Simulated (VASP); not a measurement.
Write the native input for VASP 6.6.1 that does the following.

| Property | Result |
| --- | --- |
| Task | single point |
| Functional | PBE |
| Potentials or basis | VASP PAW PBE potentials, release 64 (Ta_pv, Zn, B) |
| Cutoff | 520 eV |
| k mesh | 12 × 12 × 12 |
| Occupations | gaussian, width 0.1 eV |
| Spin | no spin polarisation |
| Dipole correction | no |
| Further INCAR settings | ALGO = Normal; EDIFF = 1e-06; NBANDS = 31 |

The structure of TaZn2B3 lies in POSCAR:

```
TaZn2B3
1.0
    4.6683110940      0.0000000000      0.0000000000
   -2.3341555470      4.0428760002      0.0000000000
    0.0000000000      0.0000000000      3.4462100957
Ta Zn B
1 2 3
Direct
    0.0000000000      0.0000000000      0.0000000000
    0.6666666667      0.3333333333      0.0000000000
    0.3333333333      0.6666666667      0.0000000000
    0.0000000000      0.5000000000      0.5000000000
    0.5000000000      0.5000000000      0.5000000000
    0.5000000000      0.0000000000      0.5000000000
```

The cell was generated, and may not be a known phase.

These files were run (other wordings do the same):

INCAR

```
SYSTEM = TaZn2B3
  PREC = Accurate
  ENCUT = 520
  EDIFF = 1E-6
  ISMEAR = 0
  SIGMA = 0.1
  LREAL = .FALSE.
  LASPH = .TRUE.
  NELM = 80
  ALGO = Normal
  ISIF = 2
  LWAVE = .FALSE.
  LCHARG = .FALSE.
  GGA = PE
  NBANDS = 31
```

KPOINTS

```
Automatic mesh
0
G
  12 12 12
  0 0 0
```

Potentials or basis: VASP PAW PBE potentials, release 64 (Ta_pv, Zn, B).

The run is started by

```bash
$ cat potpaw_PBE.64/Ta_pv/POTCAR potpaw_PBE.64/Zn/POTCAR potpaw_PBE.64/B/POTCAR > POTCAR
$ mpirun -np 1 vasp_std > vasp.out
```

It gave:

* Pressure: 0.4 GPa
* Band gap on the k mesh: zero (bands 22 and 23 overlap by 1.43 eV)

Caveat: spin-orbit coupling is left out, which moves the levels of the heavy elements.

Wall time 6 min on 1 thread of Intel(R) Xeon(R) Platinum 8259CL CPU @ 2.50GHz (Skylake/Cascade Lake), on a shared host, peak memory 0.37 GiB.
